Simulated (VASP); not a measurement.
Write the native input for VASP 6.6.1 that does the following.

```
Task                   : single point
Functional             : PBEsol
Potentials or basis    : VASP PAW PBE potentials, release 64 (Nb_sv, P)
Cutoff                 : 520 eV
k mesh                 : 10 × 10 × 4
Occupations            : gaussian, width 0.1 eV
Spin                   : no spin polarisation
Dipole correction      : no
Further INCAR settings : ALGO = Normal; EDIFF = 1e-06; NBANDS = 46
```

The structure of NbP lies in POSCAR:

```
NbP
1.0
    3.2870475365      0.0000000000      0.0000000000
    0.0000000000      3.3285506620      0.0000000000
    0.0000000000      0.0000000000     11.3186138631
Nb P
4 4
Direct
    0.5000000000      0.5000000000      0.0001874488
    0.0000000000      0.5000000000      0.7501874488
    0.0000000000      0.0000000000      0.5001874488
    0.5000000000      0.0000000000      0.2501874488
    0.0000000000      0.0000000000      0.0824411262
    0.5000000000      0.0000000000      0.8324411262
    0.5000000000      0.5000000000      0.5824411262
    0.0000000000      0.5000000000      0.3324411262
```

This cell differs from its parent crystal: uniaxial strain along a: -1.0 %.

The input as run:

INCAR

```
SYSTEM = NbP
PREC = Accurate ; ENCUT = 520
EDIFF = 1E-6 ; ISMEAR = 0
SIGMA = 0.1 ; LREAL = .False.
LASPH = .True. ; NELM = 100
ALGO = Normal ; ISIF = 2
LWAVE = .False. ; LCHARG = .False.
GGA = PS ; NBANDS = 46
```

KPOINTS

```
Automatic mesh
0
Gamma
  10 10 4
  0 0 0
```

Potentials or basis: VASP PAW PBE potentials, release 64 (Nb_sv, P).

The run is started by

```console
$ cat potpaw_PBE.64/Nb_sv/POTCAR potpaw_PBE.64/P/POTCAR > POTCAR
$ mpirun -np 1 vasp_std > vasp.out
```

Results of the run:

```
Pressure               : 1.0 GPa
Largest force          : 0.099 eV/Å
Band gap on the k mesh : zero (band 36 reaches 11.11 eV, above the bottom of band 37 at 10.94 eV)
```

Caveat: the cell differs from its parent crystal (uniaxial strain along a: -1.0 %); the PAW data sets were made with another functional, which shifts forces and pressure a little.

It took 6.7 min on 1 thread of AMD EPYC 9R45 96-Core Processor (Zen 5), with other jobs on the host, peak memory 0.5 GiB.
